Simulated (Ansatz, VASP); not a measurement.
Rh in VASP and in Ansatz

The input POSCAR:

```
Rh
1.0
    0.0000000000      1.9585965000      1.9015500000
    1.9585965000      0.0000000000      1.9015500000
    1.9585965000      1.9585965000      0.0000000000
Rh
1
Direct
    0.0000000000      0.0000000000      0.0000000000
```

Contents of INCAR.step1:

```
SYSTEM = Rh
PREC = Accurate ; ENCUT = 520
ISMEAR = 0 ; SIGMA = 0.15
LREAL = .False. ; LASPH = .True.
NELM = 60 ; NBANDS = 14
GGA = PE ; ALGO = Normal
EDIFF = 1E-4 ; LWAVE = .True.
LCHARG = .False.
```

Contents of INCAR.step2:

```
SYSTEM = Rh
PREC = Accurate ; ENCUT = 520
EDIFF = 1E-6 ; ISMEAR = 0
SIGMA = 0.15 ; LREAL = .False.
LASPH = .True. ; NELM = 60
ALGO = Normal ; ISIF = 2
LWAVE = .False. ; LCHARG = .False.
METAGGA = R2SCAN ; LMIXTAU = .True.
NBANDS = 14 ; ISTART = 1
```

File KPOINTS:

```
Automatic mesh
0
Gamma
  22 22 22
  0 0 0
```

Input for Ansatz:

```yaml
crystal:
  lattice:
    - [0.0, 1.9585965, 1.90155]
    - [1.9585965, 0.0, 1.90155]
    - [1.9585965, 1.9585965, 0.0]
  atoms:
    - { symbol: Rh, position: [0.0, 0.0, 0.0] }
basis:
  ecutwfc: 500
kpoints:
  mp_grid: { grid: [22, 22, 22] }
hamiltonian:
  xc: r2scan
scf:
  occupations: { method: gaussian, width: 0.15 }
output:
  forces: true
  stress: true
  eigenvalues: true
```

Change from the starting cell: strain +0.030 along x and y, +0.000 along z, atoms carried along.

Alike in both runs: task single point; functional r2SCAN; k mesh 22 × 22 × 22; occupations gaussian, width 0.15 eV; no spin polarisation.

```csv
,VASP,Ansatz
version,VASP 6.6.1,Ansatz 0.2.0
potentials or method,"VASP PAW PBE potentials, release 64 (Rh_pv), cutoff 520 eV","scalar-relativistic, plane waves, PAW"
valence electrons in the cell,15,17
```

|  | VASP | Ansatz | Ansatz less VASP |
| --- | --- | --- | --- |
| gap on the k mesh at the Fermi level (eV) | none | none | - |
| pressure (GPa) | -13.7 | -14.6 | -0.88 |
| traceless stress, the component that is largest in VASP (GPa) | 3.96 | 3.94 | -0.020 |

VASP's potentials were made for PBE, not for r2SCAN. A gap of «none» marks a metal or a gap that the smearing closes. VASP's potentials hold 15 valence electrons a cell and Ansatz's 17, so a difference there can come from the potentials and not from the codes.
